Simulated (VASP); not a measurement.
# AlVC4N4 (P-43m) in VASP: a series of runs

AlVC4N4 is run at these levels: PBE; tasks: single point.

Everything below comes from runs of VASP 6.6.1. Logs are shortened: lines on timing, memory, paths and dates and some standing lists are left out, and cuts for length are marked.

**1. The cell of the first run**

The structure is cubic, space group P-43m (No. 215). Conventional cell: a = 5.834 Å, b = 5.834 Å, c = 5.834 Å, α = 90.00°, β = 90.00°, γ = 90.00°. Al (site symmetry -43m) has 4 C at 1.88 Å within 2.5 Å. V (site symmetry -43m) has 4 N at 2.01 Å within 2.7 Å. C (site symmetry 3m) has 1 N at 1.17 Å within 1.6 Å. N (site symmetry 3m) has 1 C at 1.17 Å within 1.6 Å.

**2. Single point, PBE, collinear spin, ferromagnetic start**

The input, INCAR:

```
PREC = Accurate
ENCUT = 520
EDIFF = 1E-6
ISMEAR = 0
SIGMA = 0.1
LREAL = F
LASPH = T
NELM = 150
ALGO = Normal
ISIF = 2
LWAVE = F
LCHARG = T
ISPIN = 2
MAGMOM = 0 2 0 0 0 0 0 0 0 0
LORBIT = 11
LMAXMIX = 4
GGA = PE
LELF = T
LVHAR = T
NBANDS = 41
```

The input, KPOINTS:

```
Automatic mesh
0
Gamma
  4 4 4
```

The input, POSCAR:

```
AlVC4N4
1.0
    5.8341244700      0.0000000000      0.0000000000
    0.0000000000      5.8341244700      0.0000000000
    0.0000000000      0.0000000000      5.8341244700
Al V C N
1 1 4 4
Direct
    0.0000000000      0.0000000000      0.0000000000
    0.5000000000      0.5000000000      0.5000000000
    0.1855517100      0.1855517100      0.1855517100
    0.1855517100      0.8144482900      0.8144482900
    0.8144482900      0.1855517100      0.8144482900
    0.8144482900      0.8144482900      0.1855517100
    0.3013359700      0.3013359700      0.3013359700
    0.3013359700      0.6986640300      0.6986640300
    0.6986640300      0.3013359700      0.6986640300
    0.6986640300      0.6986640300      0.3013359700
```

Potentials or basis: VASP PAW PBE potentials, release 64 (Al, V_sv, C, N).

Started as:

```sh
> cat potpaw_PBE.64/Al/POTCAR potpaw_PBE.64/V_sv/POTCAR potpaw_PBE.64/C/POTCAR potpaw_PBE.64/N/POTCAR > POTCAR
> mpirun -np 1 vasp_std > vasp.out
```

OUTCAR:

```text
PREC = Accurate
   ENCUT = 520
   EDIFF = 1E-6
   ISMEAR = 0
   LREAL = F
   LASPH = T
   NELM = 150
   ISIF = 2
   ISPIN = 2
   LORBIT = 11
   GGA = PE

 ion  position               nearest neighbor table
   1  0.000  0.000  0.000-   3 1.88   4 1.88   5 1.88   6 1.88
   2  0.500  0.500  0.500-   7 2.01   8 2.01   9 2.01  10 2.01
   3  0.186  0.186  0.186-   7 1.17   1 1.88
   4  0.186  0.814  0.814-   8 1.17   1 1.88
   5  0.814  0.186  0.814-   9 1.17   1 1.88
   6  0.814  0.814  0.186-  10 1.17   1 1.88
   7  0.301  0.301  0.301-   3 1.17   2 2.01
   8  0.301  0.699  0.699-   4 1.17   2 2.01
   9  0.699  0.301  0.699-   5 1.17   2 2.01
  10  0.699  0.699  0.301-   6 1.17   2 2.01

  LATTYP: Found a simple cubic cell.
 ALAT       =     5.8341244700

  Lattice vectors:

 A1 = (   5.8341244700,   0.0000000000,   0.0000000000)
 A2 = (   0.0000000000,   5.8341244700,   0.0000000000)
 A3 = (   0.0000000000,   0.0000000000,   5.8341244700)

Analysis of symmetry for initial positions (statically):
=====================================================================
 Subroutine PRICEL returns:
 Original cell was already a primitive cell.

 Routine SETGRP: Setting up the symmetry group for a
 simple cubic supercell.

 Subroutine GETGRP returns: Found 24 space group operations
 (whereof 24 operations were pure point group operations)
 out of a pool of 48 trial point group operations.

The static configuration has the point symmetry T_d .

Analysis of symmetry for dynamics (positions and initial velocities):
=====================================================================
 Subroutine PRICEL returns:
 Original cell was already a primitive cell.

 Routine SETGRP: Setting up the symmetry group for a
 simple cubic supercell.

 Subroutine GETGRP returns: Found 24 space group operations
 (whereof 24 operations were pure point group operations)
 out of a pool of 48 trial point group operations.

The dynamic configuration has the point symmetry T_d .

Analysis of structural, dynamic, and magnetic symmetry:
=====================================================================
 Subroutine PRICEL returns:
 Original cell was already a primitive cell.

 Routine SETGRP: Setting up the symmetry group for a
 simple cubic supercell.

 Subroutine GETGRP returns: Found 24 space group operations
 (whereof 24 operations were pure point group operations)
 out of a pool of 48 trial point group operations.

The overall configuration has the point symmetry T_d .

 Subroutine INISYM returns: Found 24 space group operations
 (whereof 24 operations are pure point group operations),
 and found     1 'primitive' translations

----------------------------------------------------------------------------------------

                                     Primitive cell

  volume of cell :     198.5761

  direct lattice vectors                    reciprocal lattice vectors
     5.834124470  0.000000000  0.000000000     0.171405325  0.000000000  0.000000000
     0.000000000  5.834124470  0.000000000     0.000000000  0.171405325  0.000000000
     0.000000000  0.000000000  5.834124470     0.000000000  0.000000000  0.171405325

  length of vectors
     5.834124470  5.834124470  5.834124470     0.171405325  0.171405325  0.171405325

  position of ions in fractional coordinates (direct lattice)
     0.000000000  0.000000000  0.000000000
     0.500000000  0.500000000  0.500000000
     0.185551710  0.185551710  0.185551710
     0.185551710  0.814448290  0.814448290
     0.814448290  0.185551710  0.814448290
     0.814448290  0.814448290  0.185551710
     0.301335970  0.301335970  0.301335970
     0.301335970  0.698664030  0.698664030
     0.698664030  0.301335970  0.698664030
     0.698664030  0.698664030  0.301335970

  ion indices of the primitive-cell ions
   primitive index   ion index
                 1           1
                 2           2
                 3           3
                 4           4
                 5           5
                 6           6
                 7           7
                 8           8
                 9           9
                10          10

----------------------------------------------------------------------------------------

 KPOINTS: Automatic mesh

Automatic generation of k-mesh.
 Grid dimensions read from file:
 generate k-points for:    4    4    4

 Generating k-lattice:

  Cartesian coordinates                     Fractional coordinates (reciprocal lattice)
     0.042851331  0.000000000  0.000000000     0.250000000  0.000000000  0.000000000
     0.000000000  0.042851331  0.000000000     0.000000000  0.250000000  0.000000000
     0.000000000  0.000000000  0.042851331     0.000000000  0.000000000  0.250000000

  Length of vectors
     0.042851331  0.042851331  0.042851331

  Shift w.r.t. Gamma in fractional coordinates (k-lattice)
     0.000000000  0.000000000  0.000000000

 Subroutine IBZKPT returns following result:
 ===========================================

 Found     10 irreducible k-points:

 Following reciprocal coordinates:
            Coordinates               Weight
  0.000000  0.000000  0.000000      1.000000
  0.250000  0.000000  0.000000      6.000000
  0.500000  0.000000  0.000000      3.000000
  0.250000  0.250000  0.000000     12.000000
  0.500000  0.250000  0.000000     12.000000
  0.500000  0.500000  0.000000      3.000000
  0.250000  0.250000  0.250000      8.000000
  0.500000  0.250000  0.250000     12.000000
  0.500000  0.500000  0.250000      6.000000
  0.500000  0.500000  0.500000      1.000000
   k-points           NKPTS =     10   k-points in BZ     NKDIM =     10   number of bands    NBANDS=     41
   number of dos      NEDOS =    301   number of ions     NIONS =     10
   total plane-waves  NPLWV = 110592
   dimension x,y,z NGX =    48 NGY =   48 NGZ =   48
   dimension x,y,z NGXF=    96 NGYF=   96 NGZF=   96
   ions per type =               1   1   4   4
   NGX,Y,Z   is equivalent  to a cutoff of  13.68, 13.68, 13.68 a.u.
   NGXF,Y,Z  is equivalent  to a cutoff of  27.36, 27.36, 27.36 a.u.
 SYSTEM =  unknown system
   PREC   = accura    normal or accurate (medium, high low for compatibility)
   ISTART =      0    job   : 0-new  1-cont  2-samecut
   ICHARG =      2    charge: 1-file 2-atom 10-const
   ISPIN  =      2    spin polarized calculation?
   LNONCOLLINEAR =      F non collinear calculations
   LSORBIT =      F    spin-orbit coupling
   LASPH  =      T    aspherical Exc in radial PAW
   ENCUT  =  520.0 eV  38.22 Ry    6.18 a.u.  10.85 10.85 10.85*2*pi/ulx,y,z
   NELM   =    150;   NELMIN=  2; NELMDL= -5     # of ELM steps
   EDIFF  = 0.1E-05   stopping-criterion for ELM
   LREAL  =      F    real-space projection
[... 7 lines left out ...]
   TEBEG  =    0.0;   TEEND  =   0.0 temperature during run
   PSTRESS=    0.0 pullay stress
   NELECT =      52.0000    total number of electrons
   NUPDOWN=      -1.0000    fix difference up-down
   EMIN   =  10.00;   EMAX   =-10.00  energy-range for DOS
   EFERMI =   0.00;   METHOD = LEGACY
   ISMEAR =     0;   SIGMA  =   0.10  broadening in eV -4-tet -1-fermi 0-gaus
   EFERMI_NEDOS =   21; number of points for ismear=-14 and -15
   IALGO  =     38    algorithm
   IMIX   =      4    mixing-type and parameters
     AMIX     =   0.40;   BMIX     =  1.00
     AMIX_MAG =   1.60;   BMIX_MAG =  1.00
  volume/ion in A,a.u.               =      19.86       134.01
  Fermi-wavevector in a.u.,A,eV,Ry     =   1.047370  1.979243 14.925381  1.096985
  Thomas-Fermi vector in A             =   2.182248
   LORBIT       =     11    0 simple, 1 ext, 2 COOP (PROOUT), +10 PAW based schemes
   GGA     = PE    functional components
   LHFCALC =     F    Hartree Fock is set to
   AEXX    =    0.0000 exact exchange contribution
   IVDW    =     0    specifies the selected vdW correction
   LEPSILON=     F    determine dielectric tensor
   LRPA    =     F    only Hartree local field effects (RPA)
 spin polarized calculation
 Gauss-broadening in eV      SIGMA  =   0.10
  energy-cutoff  :      520.00
  volume of cell :      198.58
 maximum number of plane-waves:      5400
 NGX is ok and might be reduce to    48
   NGX = 21   NGY = 21   NGZ = 21

 number of electron      52.0000007 magnetization       0.0005382

 Free energy of the ion-electron system (eV)
  ---------------------------------------------------
  ext. energy  EPLUGINS =         0.00000000
  ---------------------------------------------------
  free energy    TOTEN  =       -80.14485588 eV

  energy without entropy =      -80.13640554  energy(sigma->0) =      -80.14063071

 E-fermi :   1.3235     XC(G=0):  -7.2075

 val. band max:        1.2920867747   @ k =   0.5000   0.5000   0.0000
 cond. band min:       1.3285370346   @ k =   0.5000   0.0000   0.0000
 fundamental gap:      0.0364502599
 Fermi energy:         1.3234638938

 spin component 1

 k-point     1 :       0.0000    0.0000    0.0000
  band No.  band energies     occupation
      1     -63.2962      1.00000
      2     -37.1824      1.00000
      3     -37.1824      1.00000
      4     -37.1823      1.00000
      5     -18.1563      1.00000
      6     -18.0229      1.00000
[... 30 lines left out ...]
     37       5.0382      0.00000
     38       5.0382      0.00000
[... 367 lines left out ...]
     37       4.9185      0.00000
     38       6.9645      0.00000
 Fermi energy:         1.3234638938

 spin component 2

 k-point     1 :       0.0000    0.0000    0.0000
  band No.  band energies     occupation
      1     -63.2956      1.00000
      2     -37.1817      1.00000
      3     -37.1817      1.00000
      4     -37.1817      1.00000
      5     -18.1563      1.00000
      6     -18.0229      1.00000
[... 30 lines left out ...]
     37       5.0382      0.00000
     38       5.0382      0.00000
[... 367 lines left out ...]
     37       4.9185      0.00000
     38       6.9644      0.00000
 [bands above 38 left out]

------------------------ aborting loop because EDIFF is reached ----------------------------------------

  FORCE on cell =-STRESS in cart. coord.  units (eV):
  Direction    XX          YY          ZZ          XY          YZ          ZX
  --------------------------------------------------------------------------------------
  -------------------------------------------------------------------------------------
  Total        3.1479433      3.1479433      3.1479433     -0.0000000     -0.0000000     -0.0000000
  in kB       25.3986373     25.3986373     25.3986373     -0.0000000     -0.0000000     -0.0000000
  external PRESSURE =      25.3986373 kB  Pullay stress =       0.0000000 kB

 VOLUME and BASIS-vectors are now :
 -----------------------------------------------------------------------------
  energy-cutoff  :      520.00
  volume of cell :      198.58
      direct lattice vectors                 reciprocal lattice vectors
     5.834124470  0.000000000  0.000000000     0.171405325  0.000000000  0.000000000
     0.000000000  5.834124470  0.000000000     0.000000000  0.171405325  0.000000000
     0.000000000  0.000000000  5.834124470     0.000000000  0.000000000  0.171405325

 POSITION                                       TOTAL-FORCE (eV/Angst)
 -----------------------------------------------------------------------------------
      0.00000      0.00000      0.00000        -0.000000      0.000000     -0.000000
      2.91706      2.91706      2.91706        -0.000000      0.000000     -0.000000
      1.08253      1.08253      1.08253         0.112187      0.112187      0.112187
      1.08253      4.75159      4.75159         0.112187     -0.112187     -0.112187
      4.75159      1.08253      4.75159        -0.112187      0.112187     -0.112187
      4.75159      4.75159      1.08253        -0.112187     -0.112187      0.112187
      1.75803      1.75803      1.75803         1.406477      1.406477      1.406477
      1.75803      4.07609      4.07609         1.406477     -1.406477     -1.406477
      4.07609      1.75803      4.07609        -1.406477      1.406477     -1.406477
      4.07609      4.07609      1.75803        -1.406477     -1.406477      1.406477
 -----------------------------------------------------------------------------------
    total drift:                                0.000000      0.000000      0.000000

  FREE ENERGIE OF THE ION-ELECTRON SYSTEM (eV)
  ---------------------------------------------------
  free  energy   TOTEN  =       -80.1448558796 eV

  energy  without entropy=      -80.1364055365  energy(sigma->0) =      -80.14063071

 total charge

# of ion       s       p       d       tot
------------------------------------------
    1        0.381   0.512   0.000   0.893
    2        2.208   6.163   3.096  11.467
    3        0.959   1.701   0.000   2.660
    4        0.959   1.701   0.000   2.660
    5        0.959   1.701   0.000   2.660
    6        0.959   1.701   0.000   2.660
    7        1.302   2.584   0.000   3.886
    8        1.302   2.584   0.000   3.886
    9        1.302   2.584   0.000   3.886
   10        1.302   2.584   0.000   3.886
--------------------------------------------------
tot         11.634  23.817   3.096  38.547

 magnetization (x)

# of ion       s       p       d       tot
------------------------------------------
    1        0.000  -0.000   0.000  -0.000
    2        0.000  -0.000   0.001   0.001
    3        0.000  -0.000   0.000   0.000
    4        0.000  -0.000   0.000   0.000
    5        0.000  -0.000   0.000   0.000
    6        0.000  -0.000   0.000   0.000
    7       -0.000  -0.000   0.000  -0.000
    8       -0.000  -0.000   0.000  -0.000
    9       -0.000  -0.000   0.000  -0.000
   10       -0.000  -0.000   0.000  -0.000
--------------------------------------------------
tot          0.000  -0.000   0.001   0.001
```

Run time: 4.1 min. Hardware: 1 thread of Intel Xeon Platinum 8259CL at 2.50GHz (Skylake/Cascade Lake), shared host; peak memory 0.48 GiB.

What came out:

```yaml
Free_energy: -80.1449 eV
Pressure: 2.5 GPa
Largest_force: 2.436 eV/Å
Band_gap_on_the_k_mesh: zero (filled and empty bands overlap)
Net_moment: 0.00 μB per cell
Valence_electrons_inside_the_program's_atomic_spheres: Al 0.89; V 11.47; C 2.66; N 3.89
```

Forces in eV/Å, atoms in the order of the input:
```
Al   0.000  0.000  0.000
V    0.000  0.000  0.000
C    0.112  0.112  0.112
C    0.112 -0.112 -0.112
C   -0.112  0.112 -0.112
C   -0.112 -0.112  0.112
N    1.406  1.406  1.406
N    1.406 -1.406 -1.406
N   -1.406  1.406 -1.406
N   -1.406 -1.406  1.406
```

Caveat: forces of over 1 eV/Å act on the atoms, so gaps and moduli don't describe the material at rest. With open d or f shells a metallic result of PBE can be an artefact of self-interaction; +U or a hybrid may open a gap.

**3. Single point, PBE, collinear spin, ferromagnetic start**

This run uses another cell than the first one, of 20.62 Å³/atom.

The input, INCAR:

```
SYSTEM = AlVC4N4
ALGO     = Normal         ! electronic algorithm
EDIFF    = 1E-7           ! SCF threshold, eV
ENCUT    = 520            ! plane-wave cutoff, eV
GGA      = PE             ! functional
ISIF     = 2              ! what is computed and relaxed
ISMEAR   = 0              ! smearing method
ISPIN    = 2              ! spin polarisation
LASPH    = .TRUE.         ! aspherical terms in the spheres
LCHARG   = .FALSE.        ! write CHGCAR
LMAXMIX  = 4              ! l up to which the mixer works
LORBIT   = 11             ! projections on sites
LREAL    = .FALSE.        ! projectors in reciprocal space
LWAVE    = .FALSE.        ! write WAVECAR
MAGMOM   = 0 2 0 0 0 0 0 0 0 0 ! initial moments
NBANDS   = 41             ! bands
NELM     = 150            ! most SCF steps
PREC     = Accurate       ! precision mode
SIGMA    = 0.1            ! smearing width, eV
```

The input, KPOINTS:

```
k-points
0
G
  4 4 4
  0 0 0
```

The input, POSCAR:

```
AlVC4N4
1.0
    5.9078357924      0.0000000000      0.0000000000
    0.0000000000      5.9078357924      0.0000000000
    0.0000000000      0.0000000000      5.9078357924
Al V C N
1 1 4 4
Direct
    0.0000000000      0.0000000000      0.0000000000
    0.5000000000      0.5000000000      0.5000000000
    0.1912216431      0.1912216431      0.1912216431
    0.1912216431      0.8087783569      0.8087783569
    0.8087783569      0.1912216431      0.8087783569
    0.8087783569      0.8087783569      0.1912216431
    0.3063195120      0.3063195120      0.3063195120
    0.3063195120      0.6936804880      0.6936804880
    0.6936804880      0.3063195120      0.6936804880
    0.6936804880      0.6936804880      0.3063195120
```

Potentials or basis: VASP PAW PBE potentials, release 64 (Al, V_sv, C, N).

Started as:

```sh
> cat potpaw_PBE.64/Al/POTCAR potpaw_PBE.64/V_sv/POTCAR potpaw_PBE.64/C/POTCAR potpaw_PBE.64/N/POTCAR > POTCAR
> mpirun -np 1 vasp_std > vasp.out
```

Run time: 4.5 min. Hardware: 1 thread of Intel Xeon Platinum 8259CL at 2.50GHz (Skylake/Cascade Lake), shared host; peak memory 0.47 GiB.

It converged, with:

```yaml
Free_energy: -80.5243 eV
Pressure: -1.0 GPa
Largest_force: 1.419 eV/Å
Band_gap_on_the_k_mesh: zero (filled and empty bands overlap)
Net_moment: 0.00 μB per cell
Valence_electrons_inside_the_program's_atomic_spheres: Al 0.79; V 11.52; C 2.62; N 3.88
```

Forces on the atoms (eV/Å):
```
Al   0.000  0.000  0.000
V    0.000  0.000  0.000
C   -0.307 -0.307 -0.307
C   -0.307  0.307  0.307
C    0.307 -0.307  0.307
C    0.307  0.307 -0.307
N    0.819  0.819  0.819
N    0.819 -0.819 -0.819
N   -0.819  0.819 -0.819
N   -0.819 -0.819  0.819
```

Levels at points of the mesh, in eV from the Fermi level:
Spin up:
```csv
k point,band 24,band 25,band 26,band 27,band 28,band 29
"(0.00, 0.00, 0.00)",-5.24,-0.41,-0.41,-0.05,-0.05,-0.05
"(0.50, 0.00, 0.00)",-5.23,-0.49,-0.01,0.44,0.53,0.53
"(0.50, 0.50, 0.00)",-5.24,-0.44,-0.04,0.38,0.87,0.87
"(0.50, 0.50, 0.50)",-5.11,-0.36,-0.36,0.37,0.37,0.37
```
Spin down:
```
           k point  band 24  band 25  band 26  band 27  band 28  band 29
(0.00, 0.00, 0.00)    -5.24    -0.41    -0.41    -0.05    -0.05    -0.05
(0.50, 0.00, 0.00)    -5.23    -0.49    -0.01     0.44     0.53     0.53
(0.50, 0.50, 0.00)    -5.24    -0.44    -0.04     0.38     0.87     0.87
(0.50, 0.50, 0.50)    -5.11    -0.36    -0.36     0.37     0.37     0.37
```

Caveat: forces of over 1 eV/Å act on the atoms, so gaps and moduli don't describe the material at rest. With open d or f shells a metallic result of PBE can be an artefact of self-interaction; +U or a hybrid may open a gap.
